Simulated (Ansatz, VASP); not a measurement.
# Co: VASP beside Ansatz

INCAR

```
SYSTEM = Co
PREC = Accurate
ENCUT = 520
EDIFF = 1E-8
ISMEAR = -1
SIGMA = 0.05
LREAL = .FALSE.
LASPH = .TRUE.
NELM = 150
ALGO = Normal
ISIF = 2
LWAVE = .FALSE.
LCHARG = .FALSE.
ISPIN = 2
MAGMOM = 2 2
LORBIT = 11
LMAXMIX = 4
GGA = PE
LEFG = .TRUE.
NBANDS = 20
```

File KPOINTS:

```
regular mesh
0
G
  19 19 10
  0 0 0
```

The input POSCAR:

```
Co
1.0
    2.5521494191      0.0000000000      0.0000000000
   -1.2760747095      2.2102262312      0.0000000000
    0.0000000000      0.0000000000      4.1448351210
Co
2
Direct
    0.3333333333      0.6666666667      0.2500000000
    0.6666666667      0.3333333333      0.7500000000
```

Input for Ansatz:

```yaml
crystal:
  lattice:
    - [2.5521494191, 0.0, 0.0]
    - [-1.2760747095, 2.2102262312, 0.0]
    - [0.0, 0.0, 4.144835121]
  atoms:
    - { symbol: Co, position: [0.3333333333, 0.6666666667, 0.25], spin: 2.0 }
    - { symbol: Co, position: [0.6666666667, 0.3333333333, 0.75], spin: 2.0 }
magnetization:
  spin_polarized: true
kpoints:
  mp_grid: { grid: [19, 19, 10] }
scf:
  occupations: { method: fermi_dirac, width: 0.05 }
hamiltonian:
  xc: pbe
  pseudopotentials: { kind: all_electron, datasets: crystal }
output:
  forces: true
  stress: true
  eigenvalues: true
  efg: { contact_densities: true }
```

Change from the starting cell: volume scaled by 1.04, crystal datasets.

Alike in both runs: task electric field gradients; functional PBE; k mesh 19 × 19 × 10; occupations fermi-dirac, width 0.05 eV; collinear spin.

```csv
,VASP,Ansatz
version,VASP 6.6.1,Ansatz 0.2.0
potentials or method,"VASP PAW PBE potentials, release 64 (Co), cutoff 520 eV","all-electron PAW with datasets made for the crystal, scalar-relativistic"
```

Ansatz gave:

- pressure (GPa): -13.1
- traceless stress, the component that is largest in VASP (GPa): -0.47
- net moment per atom (μB): 1.68
- size of the moment on the site where the two differ most (μB): 1.76
- size of Vzz on the site where it differs most (V/Å²): 1.9

Estimate VASP's values.

pressure (GPa): -13.4; traceless stress, the component that is largest in VASP (GPa): -0.66; net moment per atom (μB): 1.66; size of the moment on the site where the two differ most (μB): 1.70; size of Vzz on the site where it differs most (V/Å²): 2.0.

Site moments also hang on the region over which each program counts them. Ansatz ran all-electron here, and VASP with PAW potentials.
